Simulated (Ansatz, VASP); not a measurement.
One calculation of Os, two programs

```
Os
1.0
     2.45504    0.00000    0.00000
     0.00000    2.45504    0.00000
     0.00000    0.00000    2.45504
Os
1
Direct
  0.00000 0.00000 0.00000
```

Alike in both runs: task relaxation of cell and atoms; functional LDA; k mesh 17 × 17 × 17; occupations fermi-dirac, width 0.05 eV; no spin polarisation.

|  | VASP | Ansatz |
| --- | --- | --- |
| version | VASP 6.6.1 | Ansatz 0.2.0 |
| potentials or method | VASP PAW LDA potentials, release 64 (Os) | PAW with Ansatz's default frozen-core files, scalar-relativistic |
| plane-wave cutoff (eV) | 600 | 420 |
| valence electrons in the cell | 8 | 16 |

```csv
,VASP,Ansatz,Ansatz less VASP
relaxed volume (Å³/atom),15.95,15.94,-0.005
relaxed cell length with the largest relative difference (Å),2.517,2.517,-0.0003
```

LDA's correlation is that of Perdew and Zunger in VASP and of Perdew and Wang (1992) in Ansatz. VASP's potentials hold 8 valence electrons a cell and Ansatz's 16, so a difference there can come from the potentials and not from the codes.

Neither program's run includes spin-orbit coupling.
